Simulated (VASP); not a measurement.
Input of a VASP 6.6.1 run:

File INCAR:

```
SYSTEM = Si
ALGO     = Normal         ! electronic algorithm
EDIFF    = 1E-6           ! SCF threshold, eV
ENCUT    = 520            ! plane-wave cutoff, eV
GGA      = PS             ! functional
ISIF     = 2              ! what is computed and relaxed
ISMEAR   = 0              ! smearing method
LASPH    = .True.         ! aspherical terms in the spheres
LCHARG   = .False.        ! write CHGCAR
LREAL    = .False.        ! projectors in reciprocal space
LWAVE    = .False.        ! write WAVECAR
NBANDS   = 26             ! bands
NELM     = 80             ! most SCF steps
PREC     = Accurate       ! precision mode
SIGMA    = 0.15           ! smearing width, eV
```

KPOINTS

```
k-points
0
Gamma
  10 10 10
  0 0 0
```

POSCAR

```
Si
1.0
   -3.2032035961      3.2032035961      3.6138542971
    3.2032035961     -3.2032035961      3.6138542971
    3.2032035961      3.2032035961     -3.6138542971
Si
8
Direct
    0.2047947401      0.2047947401      0.2047947401
    0.5000000000      0.0000000000      0.2952052599
    0.2952052599      0.5000000000      0.0000000000
    0.0000000000      0.2952052599      0.5000000000
    0.7952052599      0.7952052599      0.7952052599
    0.5000000000      0.0000000000      0.7047947401
    0.7047947401      0.5000000000      0.0000000000
    0.0000000000      0.7047947401      0.5000000000
```

Potentials or basis: VASP PAW PBE potentials, release 64 (Si).

Launch:

```sh
$ cat potpaw_PBE.64/Si/POTCAR > POTCAR
$ mpirun -np 1 vasp_std > vasp.out
```

(1) What does it give for the largest force?

(2) What does it give for the pressure?

Answers

(1) 0.692 eV/Å.

(2) -2.3 GPa.

Caveat: the stress differs along the axes, from -13 to 4 GPa; the PAW data sets were made with another functional, which shifts forces and pressure a little.
